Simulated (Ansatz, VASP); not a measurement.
**PbS: VASP beside Ansatz**

File POSCAR:

```
PbS
1.0
    2.1005109573      1.2127305666      3.4301898177
   -2.1005109573      1.2127305666      3.4301898177
    0.0000000000     -2.4254611333      3.4301898176
Pb S
1 1
Direct
    0.9781436759      0.9781436759      0.9781436759
    0.4774576541      0.4774576541      0.4774576541
```

The input INCAR.step1:

```
  ALGO = Normal
  EDIFF = 1E-4
  ENCUT = 520
  GGA = PE
  ISMEAR = 0
  LASPH = T
  LCHARG = F
  LREAL = F
  LWAVE = T
  NBANDS = 17
  NELM = 60
  PREC = Accurate
  SIGMA = 0.01
```

File INCAR.step2:

```
  ALGO = Normal
  EDIFF = 1E-6
  ENCUT = 520
  ISIF = 2
  ISMEAR = 0
  ISTART = 1
  LASPH = T
  LCHARG = F
  LMIXTAU = T
  LREAL = F
  LWAVE = F
  METAGGA = R2SCAN
  NBANDS = 17
  NELM = 60
  PREC = Accurate
  SIGMA = 0.01
```

The input KPOINTS:

```
k-points
0
Gamma
  6 6 6
```

Input for Ansatz:

```yaml
crystal:
  lattice:
    - [2.1005109573, 1.2127305666, 3.4301898177]
    - [-2.1005109573, 1.2127305666, 3.4301898177]
    - [0.0, -2.4254611333, 3.4301898176]
  atoms:
    - { symbol: Pb, position: [0.9781436759, 0.9781436759, 0.9781436759] }
    - { symbol: S, position: [0.4774576541, 0.4774576541, 0.4774576541] }
kpoints:
  mp_grid: { grid: [6, 6, 6] }
hamiltonian:
  xc: r2scan
scf:
  occupations: { method: fixed }
  n_extra_bands: 4
output:
  forces: true
  stress: true
  eigenvalues: true
  write_density: true
  write_potential: true
  elf: true
  volumetric_format: npy
```

Alike in both runs: task single point; functional r2SCAN; k mesh 6 × 6 × 6; no spin polarisation.

|  | VASP | Ansatz |
| --- | --- | --- |
| version | VASP 6.6.1 | Ansatz 0.2.0 |
| potentials or method | VASP PAW PBE potentials, release 64 (Pb_d, S) | plane waves, PAW |
| plane-wave cutoff (eV) | 520 | 500 |
| occupations | gaussian, width 0.01 eV | fixed |
| valence electrons in the cell | 20 | 20 |

|  | VASP | Ansatz | Ansatz less VASP |
| --- | --- | --- | --- |
| gap on the k mesh at the Fermi level (eV) | 0.64 | 0.63 | -0.010 |
| pressure (GPa) | 1.0 | 1.0 | +0.02 |

VASP's potentials were made for PBE, not for r2SCAN.

Neither program's run includes spin-orbit coupling.
